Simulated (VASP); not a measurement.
# SiC (P6_3mc) in VASP: a series of runs

Aim: see how the results for SiC move with the level of theory and the settings. Levels: PBE, PBE+D3(BJ), PBE+D4, revPBE+D4. Tasks: single point.

Program: VASP 6.6.1. These are calculated values, not measurements. Logs are shortened: lines on timing, memory, paths and dates and some standing lists are left out, and cuts for length are marked.

### Step 1. The cell of the first run

Symmetry: P6_3mc, No. 186, hexagonal system. Conventional cell: a = 3.076 Å, b = 3.076 Å, c = 5.048 Å, α = 90.00°, β = 90.00°, γ = 120.00°. Within 2.5 Å of Si (site symmetry 3m) lie 4 C at 1.87 to 1.94 Å. C (site symmetry 3m) has 4 Si at 1.87 to 1.94 Å within 2.5 Å.

### Step 2. Single point, PBE

INCAR reads:

```
PREC = Accurate ; ENCUT = 520
EDIFF = 1E-6 ; ISMEAR = 0
SIGMA = 0.028000000000000004 ; LREAL = F
LASPH = T ; NELM = 80
ALGO = Normal ; ISIF = 2
LWAVE = F ; LCHARG = T
GGA = PE ; LELF = T
LVHAR = T ; NBANDS = 16
```

KPOINTS reads:

```
regular mesh
0
Gamma
  10 10 5
```

POSCAR reads:

```
SiC
1.0
    3.0760000000      0.0000000000      0.0000000000
   -1.5380000000      2.6638941420      0.0000000000
    0.0000000000      0.0000000000      5.0480000000
Si C
2 2
Direct
    0.6666666667      0.3333333333      0.5000000000
    0.3333333333      0.6666666667      0.0000000000
    0.6666666667      0.3333333333      0.8850000000
    0.3333333333      0.6666666667      0.3850000000
```

Potentials or basis: VASP PAW PBE potentials, release 64 (Si, C).

Command:

```bash
$ cat potpaw_PBE.64/Si/POTCAR potpaw_PBE.64/C/POTCAR > POTCAR
$ mpirun -np 1 vasp_std > vasp.out
```

OUTCAR:

```text
PREC = Accurate
   ENCUT = 520
   EDIFF = 1E-6
   ISMEAR = 0
   LREAL = F
   LASPH = T
   NELM = 80
   ISIF = 2
   GGA = PE

 ion  position               nearest neighbor table
   1  0.667  0.333  0.500-   4 1.87   4 1.87   4 1.87   3 1.94   2 3.09   2 3.09   2 3.09   2 3.09
                             2 3.09   2 3.09
   2  0.333  0.667  0.000-   3 1.87   3 1.87   3 1.87   4 1.94   1 3.09   1 3.09   1 3.09   1 3.09
                             1 3.09   1 3.09
   3  0.667  0.333  0.885-   2 1.87   2 1.87   2 1.87   1 1.94
   4  0.333  0.667  0.385-   1 1.87   1 1.87   1 1.87   2 1.94

  LATTYP: Found a hexagonal cell.
 ALAT       =     3.0760000000
 C/A-ratio  =     1.6410923277

  Lattice vectors:

 A1 = (   3.0760000000,   0.0000000000,   0.0000000000)
 A2 = (  -1.5380000000,   2.6638941420,   0.0000000000)
 A3 = (   0.0000000000,   0.0000000000,   5.0480000000)

Analysis of symmetry for initial positions (statically):
=====================================================================
 Subroutine PRICEL returns:
 Original cell was already a primitive cell.

 Routine SETGRP: Setting up the symmetry group for a
 hexagonal supercell.

 Subroutine GETGRP returns: Found 12 space group operations
 (whereof  6 operations were pure point group operations)
 out of a pool of 24 trial point group operations.

The static configuration has the point symmetry C_3v.
 The point group associated with its full space group is C_6v.

Analysis of symmetry for dynamics (positions and initial velocities):
=====================================================================
 Subroutine PRICEL returns:
 Original cell was already a primitive cell.

 Routine SETGRP: Setting up the symmetry group for a
 hexagonal supercell.

 Subroutine GETGRP returns: Found 12 space group operations
 (whereof  6 operations were pure point group operations)
 out of a pool of 24 trial point group operations.

The dynamic configuration has the point symmetry C_3v.
 The point group associated with its full space group is C_6v.

 Subroutine INISYM returns: Found 12 space group operations
 (whereof  6 operations are pure point group operations),
 and found     1 'primitive' translations

----------------------------------------------------------------------------------------

                                     Primitive cell

  volume of cell :      41.3640

  direct lattice vectors                    reciprocal lattice vectors
     3.076000000  0.000000000  0.000000000     0.325097529  0.187695146  0.000000000
    -1.538000000  2.663894142  0.000000000     0.000000000  0.375390292  0.000000000
     0.000000000  0.000000000  5.048000000     0.000000000  0.000000000  0.198098257

  length of vectors
     3.076000000  3.076000000  5.048000000     0.375390292  0.375390292  0.198098257

  position of ions in fractional coordinates (direct lattice)
     0.666666667  0.333333333  0.500000000
     0.333333333  0.666666667  0.000000000
     0.666666667  0.333333333  0.885000000
     0.333333333  0.666666667  0.385000000

  ion indices of the primitive-cell ions
   primitive index   ion index
                 1           1
                 2           2
                 3           3
                 4           4

----------------------------------------------------------------------------------------

 KPOINTS: regular mesh

Automatic generation of k-mesh.
 Grid dimensions read from file:
 generate k-points for:   10   10    5

 Generating k-lattice:

  Cartesian coordinates                     Fractional coordinates (reciprocal lattice)
     0.032509753  0.018769515  0.000000000     0.100000000  0.000000000  0.000000000
     0.000000000  0.037539029  0.000000000     0.000000000  0.100000000  0.000000000
     0.000000000  0.000000000  0.039619651     0.000000000  0.000000000  0.200000000

  Length of vectors
     0.037539029  0.037539029  0.039619651

  Shift w.r.t. Gamma in fractional coordinates (k-lattice)
     0.000000000  0.000000000  0.000000000

 Subroutine IBZKPT returns following result:
 ===========================================

 Found     42 irreducible k-points:

 Following reciprocal coordinates:
            Coordinates               Weight
  0.000000  0.000000  0.000000      1.000000
  0.100000 -0.000000  0.000000      6.000000
  0.200000 -0.000000  0.000000      6.000000
  0.300000  0.000000  0.000000      6.000000
  0.400000 -0.000000  0.000000      6.000000
  0.500000  0.000000  0.000000      3.000000
[... 16 lines left out ...]
  0.300000  0.100000  0.200000     24.000000
  0.400000  0.100000  0.200000     24.000000
 [... further k-points ...]
   k-points           NKPTS =     42   k-points in BZ     NKDIM =     42   number of bands    NBANDS=     16
   number of dos      NEDOS =    301   number of ions     NIONS =      4
   total plane-waves  NPLWV =  23040
   dimension x,y,z NGX =    24 NGY =   24 NGZ =   40
   dimension x,y,z NGXF=    48 NGYF=   48 NGZF=   80
   ions per type =               2   2
   NGX,Y,Z   is equivalent  to a cutoff of  12.97, 12.97, 13.17 a.u.
   NGXF,Y,Z  is equivalent  to a cutoff of  25.94, 25.94, 26.35 a.u.
 SYSTEM =  unknown system
   PREC   = accura    normal or accurate (medium, high low for compatibility)
   ISTART =      0    job   : 0-new  1-cont  2-samecut
   ICHARG =      2    charge: 1-file 2-atom 10-const
   ISPIN  =      1    spin polarized calculation?
   LNONCOLLINEAR =      F non collinear calculations
   LSORBIT =      F    spin-orbit coupling
   LASPH  =      T    aspherical Exc in radial PAW
   ENCUT  =  520.0 eV  38.22 Ry    6.18 a.u.   5.72  5.72  9.39*2*pi/ulx,y,z
   NELM   =     80;   NELMIN=  2; NELMDL= -5     # of ELM steps
   EDIFF  = 0.1E-05   stopping-criterion for ELM
   LREAL  =      F    real-space projection
   EDIFFG = 0.1E-04   stopping-criterion for IOM
   NSW    =      0    number of steps for IOM
   IBRION =     -1    ionic relax: 0-MD 1-quasi-New 2-CG
   NFREE  =      0    steps in history (QN), initial steepest desc. (CG)
   ISIF   =      2    stress and relaxation
   ISYM   =      2    0-nonsym 1-usesym 2-fastsym
   POTIM  = 0.5000    time-step for ionic-motion
   TEBEG  =    0.0;   TEEND  =   0.0 temperature during run
   PSTRESS=    0.0 pullay stress
   NELECT =      16.0000    total number of electrons
   NUPDOWN=      -1.0000    fix difference up-down
   EMIN   =  10.00;   EMAX   =-10.00  energy-range for DOS
   EFERMI =   0.00;   METHOD = LEGACY
   ISMEAR =     0;   SIGMA  =   0.03  broadening in eV -4-tet -1-fermi 0-gaus
   EFERMI_NEDOS =   21; number of points for ismear=-14 and -15
   IALGO  =     38    algorithm
   IMIX   =      4    mixing-type and parameters
     AMIX     =   0.40;   BMIX     =  1.00
     AMIX_MAG =   1.60;   BMIX_MAG =  1.00
  volume/ion in A,a.u.               =      10.34        69.78
  Fermi-wavevector in a.u.,A,eV,Ry     =   1.192817  2.254098 19.358549  1.422813
  Thomas-Fermi vector in A             =   2.328847
   LORBIT       =      0    0 simple, 1 ext, 2 COOP (PROOUT), +10 PAW based schemes
   GGA     = PE    functional components
   LHFCALC =     F    Hartree Fock is set to
   AEXX    =    0.0000 exact exchange contribution
   IVDW    =     0    specifies the selected vdW correction
   LEPSILON=     F    determine dielectric tensor
   LRPA    =     F    only Hartree local field effects (RPA)
 non-spin polarized calculation
 Gauss-broadening in eV      SIGMA  =   0.03
  energy-cutoff  :      520.00
  volume of cell :       41.36
 maximum number of plane-waves:      1132
 NGX is ok and might be reduce to    24
   NGX = 11   NGY = 11   NGZ = 19

 number of electron      16.0000000 magnetization

 Free energy of the ion-electron system (eV)
  ---------------------------------------------------
  ext. energy  EPLUGINS =         0.00000000
  ---------------------------------------------------
  free energy    TOTEN  =       -30.06707720 eV

  energy without entropy =      -30.06707720  energy(sigma->0) =      -30.06707720

 E-fermi :   8.5879     XC(G=0): -11.3486

 val. band max:        8.4096904092   @ k =   0.0000   0.0000   0.0000
 cond. band min:      10.8889033413   @ k =   0.3000   0.3000   0.0000
 fundamental gap:      2.4792129321
 Fermi energy:         8.5879276966

 k-point     1 :       0.0000    0.0000    0.0000
  band No.  band energies     occupation
      1      -7.3151      2.00000
      2      -3.8128      2.00000
      3      -0.2831      2.00000
      4       6.8534      2.00000
      5       6.8534      2.00000
      6       8.1340      2.00000
[... 8 lines left out ...]
     15      17.1131      0.00000
     16      19.7533      0.00000

 k-point     2 :       0.1000   -0.0000    0.0000
  band No.  band energies     occupation
      1      -7.1414      2.00000
      2      -3.6639      2.00000
      3      -0.1220      2.00000
      4       5.9189      2.00000
      5       6.5644      2.00000
      6       7.5000      2.00000
[... 8 lines left out ...]
     15      17.5529      0.00000
     16      18.4740      0.00000

 k-point     3 :       0.2000   -0.0000    0.0000
  band No.  band energies     occupation
      1      -6.6273      2.00000
      2      -3.2360      2.00000
      3       0.3402      2.00000
      4       4.0403      2.00000
      5       5.9647      2.00000
      6       6.0368      2.00000
[... 8 lines left out ...]
     15      17.8229      0.00000
     16      18.4134      0.00000

 k-point     4 :       0.3000    0.0000    0.0000
  band No.  band energies     occupation
      1      -5.7988      2.00000
      2      -2.6225      2.00000
      3       0.9140      2.00000
      4       2.2891      2.00000
      5       4.3387      2.00000
      6       5.3901      2.00000
[... 8 lines left out ...]
     15      18.6962      0.00000
     16      19.7970      0.00000

 k-point     5 :       0.4000   -0.0000    0.0000
  band No.  band energies     occupation
      1      -4.7426      2.00000
      2      -2.2316      2.00000
      3       0.4627      2.00000
      4       2.3426      2.00000
      5       2.7942      2.00000
      6       5.0027      2.00000
[... 8 lines left out ...]
     15      19.2668      0.00000
     16      20.2792      0.00000

 k-point     6 :       0.5000    0.0000    0.0000
  band No.  band energies     occupation
      1      -3.9828      2.00000
      2      -2.5243      2.00000
      3       0.4161      2.00000
      4       1.8612      2.00000
      5       2.9797      2.00000
      6       4.8677      2.00000
[... 8 lines left out ...]
     15      18.5552      0.00000
     16      20.6110      0.00000
[... 267 lines left out ...]
 k-point    21 :       0.1000    0.1000    0.2000
  band No.  band energies     occupation
      1      -6.6052      2.00000
      2      -4.0429      2.00000
      3       1.1416      2.00000
      4       4.9039      2.00000
      5       5.7559      2.00000
      6       6.3762      2.00000
[... 8 lines left out ...]
     15      18.1455      0.00000
     16      18.7118      0.00000

 k-point    22 :       0.2000    0.1000    0.2000
  band No.  band energies     occupation
      1      -5.9358      2.00000
      2      -3.4607      2.00000
      3       1.4872      2.00000
      4       3.4091      2.00000
      5       4.4487      2.00000
      6       5.3839      2.00000
[... 8 lines left out ...]
     15      18.5140      0.00000
     16      19.1635      0.00000

 k-point    23 :       0.3000    0.1000    0.2000
  band No.  band energies     occupation
      1      -4.9879      2.00000
      2      -2.7436      2.00000
      3       0.8760      2.00000
      4       2.8319      2.00000
      5       3.2076      2.00000
      6       4.6587      2.00000
[... 8 lines left out ...]
     15      19.2814      0.00000
     16      19.9650      0.00000

 k-point    24 :       0.4000    0.1000    0.2000
  band No.  band energies     occupation
      1      -3.9576      2.00000
      2      -2.4398      2.00000
      3       0.1142      2.00000
      4       1.5912      2.00000
      5       3.6621      2.00000
      6       4.4738      2.00000
[... 8 lines left out ...]
     15      19.7589      0.00000
     16      21.0924      0.00000

 [... further k-points ...]

------------------------ aborting loop because EDIFF is reached ----------------------------------------

  FORCE on cell =-STRESS in cart. coord.  units (eV):
  Direction    XX          YY          ZZ          XY          YZ          ZX
  --------------------------------------------------------------------------------------
  -------------------------------------------------------------------------------------
  Total        1.3564174      1.3564174      0.1082068      0.0000000      0.0000000      0.0000000
  in kB       52.5389380     52.5389380      4.1912385      0.0000000      0.0000000      0.0000000
  external PRESSURE =      36.4230382 kB  Pullay stress =       0.0000000 kB

 VOLUME and BASIS-vectors are now :
 -----------------------------------------------------------------------------
  energy-cutoff  :      520.00
  volume of cell :       41.36
      direct lattice vectors                 reciprocal lattice vectors
     3.076000000  0.000000000  0.000000000     0.325097529  0.187695146  0.000000000
    -1.538000000  2.663894142  0.000000000     0.000000000  0.375390292  0.000000000
     0.000000000  0.000000000  5.048000000     0.000000000  0.000000000  0.198098257

 POSITION                                       TOTAL-FORCE (eV/Angst)
 -----------------------------------------------------------------------------------
      1.53800      0.88796      2.52400        -0.000000      0.000000      0.752819
     -0.00000      1.77593      0.00000         0.000000     -0.000000      0.752819
      1.53800      0.88796      4.46748         0.000000      0.000000     -0.752819
     -0.00000      1.77593      1.94348        -0.000000     -0.000000     -0.752819
 -----------------------------------------------------------------------------------
    total drift:                                0.000000      0.000000     -0.000217

  FREE ENERGIE OF THE ION-ELECTRON SYSTEM (eV)
  ---------------------------------------------------
  free  energy   TOTEN  =       -30.0670771964 eV

  energy  without entropy=      -30.0670771964  energy(sigma->0) =      -30.06707720
```

It took 30 s on 1 thread of Intel Xeon 8259CL, shared host; peak memory 0.16 GiB.

What came out:

```
Free energy            : -30.0671 eV
Pressure               : 3.6 GPa
Largest force          : 0.753 eV/Å
Band gap on the k mesh : 2.48 eV (least direct gap 4.08 eV)
```

Forces on the atoms (eV/Å):
```
Si   0.000  0.000  0.753
Si   0.000  0.000  0.753
C    0.000  0.000 -0.753
C    0.000  0.000 -0.753
```

Stress tensor (GPa, compression positive):
```
5.25 0.00 0.00
0.00 5.25 0.00
0.00 0.00 0.42
```

Caveat: the cell stands under pressure. A k mesh can miss the band edges.

### Step 3. Single point, PBE+D3(BJ)

This run uses another cell than the first one, of 10.28 Å³/atom.

INCAR reads:

```
SYSTEM = SiC
ALGO = Normal
EDIFF = 1E-6
ENCUT = 520
GGA = PE
ISIF = 2
ISMEAR = -1
IVDW = 12
LASPH = .True.
LCHARG = .True.
LELF = .True.
LREAL = .False.
LVHAR = .True.
LWAVE = .False.
NBANDS = 16
NELM = 60
PREC = Accurate
SIGMA = 0.05
```

KPOINTS reads:

```
k-points
0
Gamma
  10 10 5
  0 0 0
```

POSCAR reads:

```
SiC
1.0
    3.0702184988      0.0000000000      0.0000000000
   -1.5351092494      2.6588872151      0.0000000000
    0.0000000000      0.0000000000      5.0383019893
Si C
2 2
Direct
    0.6666666667      0.3333333333      0.5046030816
    0.3333333333      0.6666666667      0.0046030816
    0.6666666667      0.3333333333      0.8803969184
    0.3333333333      0.6666666667      0.3803969184
```

Potentials or basis: VASP PAW PBE potentials, release 64 (Si, C).

Command:

```bash
$ cat potpaw_PBE.64/Si/POTCAR potpaw_PBE.64/C/POTCAR > POTCAR
$ mpirun -np 1 vasp_std > vasp.out
```

OUTCAR:

```text
SYSTEM = SiC
   EDIFF = 1E-6
   ENCUT = 520
   GGA = PE
   ISIF = 2
   ISMEAR = -1
   IVDW = 12
   LASPH = .True.
   LREAL = .False.
   NELM = 60
   PREC = Accurate
 IVDW          = 12

 ion  position               nearest neighbor table
   1  0.667  0.333  0.505-   4 1.88   4 1.88   4 1.88   3 1.89   2 3.08   2 3.08   2 3.08   2 3.08
                             2 3.08   2 3.08
   2  0.333  0.667  0.005-   3 1.88   3 1.88   3 1.88   4 1.89   1 3.08   1 3.08   1 3.08   1 3.08
                             1 3.08   1 3.08
   3  0.667  0.333  0.880-   2 1.88   2 1.88   2 1.88   1 1.89
   4  0.333  0.667  0.380-   1 1.88   1 1.88   1 1.88   2 1.89

[... 663 lines left out ...]
  --------------------------------------------------------------------------------------
  -------------------------------------------------------------------------------------
  Total      -0.02029    -0.02029    -0.01712     0.00000     0.00000     0.00000
  in kB      -0.79057    -0.79057    -0.66680     0.00000     0.00000     0.00000
  external pressure =       -0.75 kB  Pullay stress =        0.00 kB

 VOLUME and BASIS-vectors are now :
 -----------------------------------------------------------------------------
  energy-cutoff  :      520.00
  volume of cell :       41.13
      direct lattice vectors                 reciprocal lattice vectors
     3.070218499  0.000000000  0.000000000     0.325709718  0.188048593  0.000000000
    -1.535109249  2.658887215  0.000000000     0.000000000  0.376097186  0.000000000
     0.000000000  0.000000000  5.038301989     0.000000000  0.000000000  0.198479568

 POSITION                                       TOTAL-FORCE (eV/Angst)
 -----------------------------------------------------------------------------------
      1.53511      0.88630      2.54234         0.000000     -0.000000     -0.000245
     -0.00000      1.77259      0.02319        -0.000000      0.000000     -0.000245
      1.53511      0.88630      4.43571        -0.000000      0.000000      0.000245
     -0.00000      1.77259      1.91655        -0.000000      0.000000      0.000245
 -----------------------------------------------------------------------------------
    total drift:                               -0.000000     -0.000000     -0.000276

  FREE ENERGIE OF THE ION-ELECTRON SYSTEM (eV)
  ---------------------------------------------------
  free  energy   TOTEN  =       -31.3072966623 eV

  energy  without entropy=      -31.3072966622  energy(sigma->0) =      -31.30729666
```

Wall time 38 s (1 thread of Intel Xeon 8259CL, shared host); peak memory 0.17 GiB.

What came out:

| Item | Value |
| --- | --- |
| Free energy | -31.3073 eV |
| Pressure | -0.1 GPa |
| Band gap on the k mesh | 2.42 eV (least direct gap 3.98 eV) |
| Dispersion energy per atom | -0.302 eV |

Levels at points of the mesh, in eV from the valence-band top:
| k point | band 4 | band 5 | band 6 | band 7 | band 8 | band 9 | band 10 | band 11 | band 12 | band 13 |
| --- | --- | --- | --- | --- | --- | --- | --- | --- | --- | --- |
| (0.00, 0.00, 0.00) | -1.32 | -1.32 | -0.11 | 0.00 | 0.00 | 4.85 | 6.27 | 6.70 | 6.70 | 7.79 |
| (0.50, 0.00, 0.00) | -6.30 | -5.45 | -3.33 | -3.30 | -1.20 | 2.79 | 4.23 | 6.92 | 7.15 | 10.11 |

A k mesh can miss the band edges. As with any semilocal functional, this PBE gap is likely too small.

[end of part 1 of 2]
